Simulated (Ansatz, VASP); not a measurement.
# K2S: VASP beside Ansatz

File POSCAR:

```
K2S
1.0
    0.0000000000      3.6612482484      3.6612482484
    3.6612482484      0.0000000000      3.6612482484
    3.6612482484      3.6612482484      0.0000000000
K S
2 1
Direct
    0.2500000000      0.2500000000      0.2500000000
    0.7500000000      0.7500000000      0.7500000000
    0.0000000000      0.0000000000      0.0000000000
```

INCAR.step1

```
SYSTEM = K2S
ALGO = Normal ; EDIFF = 1E-5
ENCUT = 400 ; GGA = PE
GGA_COMPAT = .FALSE. ; ISIF = 2
ISMEAR = 0 ; LASPH = .TRUE.
LCHARG = .FALSE. ; LREAL = .FALSE.
LWAVE = .TRUE. ; NBANDS = 19
NELM = 120 ; PREC = Accurate
SIGMA = 0.01
```

Contents of INCAR.step2:

```
SYSTEM = K2S
ALGO = Normal ; EDIFF = 1E-6
ENCUT = 400 ; GGA = PE
GGA_COMPAT = .FALSE. ; HFSCREEN = 0.2079
ISIF = 2 ; ISMEAR = 0
ISTART = 1 ; LASPH = .TRUE.
LCHARG = .FALSE. ; LHFCALC = .TRUE.
LREAL = .FALSE. ; LWAVE = .FALSE.
NBANDS = 19 ; NELM = 120
PREC = Accurate ; PRECFOCK = Normal
SIGMA = 0.01
```

The input KPOINTS:

```
k-points
0
G
  4 4 4
  0 0 0
```

Input for Ansatz:

```yaml
crystal:
  lattice:
    - [0.0, 3.6612482484, 3.6612482484]
    - [3.6612482484, 0.0, 3.6612482484]
    - [3.6612482484, 3.6612482484, 0.0]
  atoms:
    - { symbol: K, position: [0.25, 0.25, 0.25] }
    - { symbol: K, position: [0.75, 0.75, 0.75] }
    - { symbol: S, position: [0.0, 0.0, 0.0] }
kpoints:
  mp_grid: { grid: [4, 4, 4] }
  band_path:
    path:
      - [0.0, 0.0, 0.0]
      - [0.5, 0.0, 0.5]
      - [0.625, 0.25, 0.625]
      - [0.375, 0.375, 0.75]
      - [0.5, 0.5, 0.5]
      - [0.5, 0.25, 0.75]
      - [0.0, 0.5, 0.5]
    npoints: 1
hamiltonian:
  xc: hse06
scf:
  occupations: { method: fixed }
  n_extra_bands: 4
output:
  forces: true
  stress: true
  eigenvalues: true
```

Change from the starting cell: hydrostatic strain -1.1%.

Alike in both runs: task single point; functional HSE06; k mesh 4 × 4 × 4; no spin polarisation.

```csv
,VASP,Ansatz
version,VASP 6.6.1,Ansatz 0.2.0
potentials or method,"VASP PAW PBE potentials, release 64 (K_sv, S)","plane waves, PAW"
plane-wave cutoff (eV),400,420
occupations,"gaussian, width 0.01 eV",fixed
valence electrons in the cell,24,24
```

Ansatz gave:

* gap on the k mesh at the Fermi level (eV): 3.41
* pressure (GPa): 0.9

Question: What did VASP give for the same quantities?

Answer: gap on the k mesh at the Fermi level (eV): 3.40; pressure (GPa): 0.9.

Ansatz's warnings: stress exchange threshold loose, stress scf threshold loose.
